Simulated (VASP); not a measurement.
Crystal: PtSe2 (Sudovikovite).

```
CELL_PARAMETERS angstrom
3.64798 0.00000 0.00000
-1.82399 3.15924 0.00000
0.00000 0.00000 4.95866
ATOMIC_POSITIONS crystal
Pt 0.00000 0.00000 0.00000
Se 0.66667 0.33333 0.75000
Se 0.33333 0.66667 0.25000
```

Base run:

| Property | Result |
| --- | --- |
| Program | VASP 6.6.1 |
| Functional | PBE |
| Dispersion | D3(BJ) |
| Potentials or basis | VASP PAW PBE potentials, release 64 (Pt, Se) |
| Cutoff | 520 eV |
| k mesh | 8 × 8 × 5 |
| Occupations | fermi-dirac, width 0.05 eV |
| Spin | no spin polarisation |

Its results: band gap on the k mesh zero (band 11 reaches 7.84 eV, above the bottom of band 12 at 7.55 eV); pressure 13.4 GPa; largest force 1.513 eV/Å.

The run is repeated on the same cell with these changes: functional from PBE to RPBE; further incar settings from ALGO = Normal; EDIFF = 1e-07; NBANDS = 18 to ALGO = Normal; EDIFF = 1e-06; NBANDS = 18. What comes out?

Band gap on the k mesh zero (band 11 reaches 7.94 eV, above the bottom of band 12 at 7.67 eV); pressure -2.2 GPa; largest force 1.243 eV/Å.

Caveats: spin-orbit coupling is left out, which moves the levels of the heavy elements; pairwise dispersion overbinds metals, which lowers pressure and volume; forces of over 1 eV/Å act on the atoms, so gaps and moduli don't describe the material at rest (some runs); the PAW data sets were made with another functional, which shifts forces and pressure a little (some runs).
